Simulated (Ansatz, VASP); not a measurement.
**Two plane-wave programs on BN2**

```
B N
1.0
     3.61094    0.00000    0.00000
     0.00000    3.61094    0.00000
     0.00000    0.00000    2.95679
B N
2 4
Direct
  0.50000 0.50000 0.00000
  0.00000 0.00000 0.50000
  0.13230 0.36770 0.25000
  0.36770 0.86770 0.75000
  0.86770 0.63230 0.25000
  0.63230 0.13230 0.75000
```

Change from the starting cell: the structure that the rattled CaCl2 type (Pnnm, No. 58) fell into.

Alike in both runs: task relaxation of cell and atoms; functional PBE; k mesh 10 × 10 × 12; occupations gaussian, width 0.1 eV; no spin polarisation.

|  | VASP | Ansatz |
| --- | --- | --- |
| version | VASP 6.6.1 | Ansatz 0.2.0 |
| potentials or method | VASP PAW PBE potentials, release 64 (B, N), cutoff 600 eV | scalar-relativistic, plane waves, PAW |
| valence electrons in the cell | 26 | 26 |

|  | VASP | Ansatz | Ansatz less VASP |
| --- | --- | --- | --- |
| gap on the k mesh at the Fermi level, each at its own relaxed structure (eV) | none | none | - |
| relaxed volume (Å³/atom) | 6.42 | 6.43 | +0.011 |
| relaxed cell length with the largest relative difference (Å) | 2.956 | 2.962 | +0.0057 |

A gap of «none» marks a metal or a gap that the smearing closes.
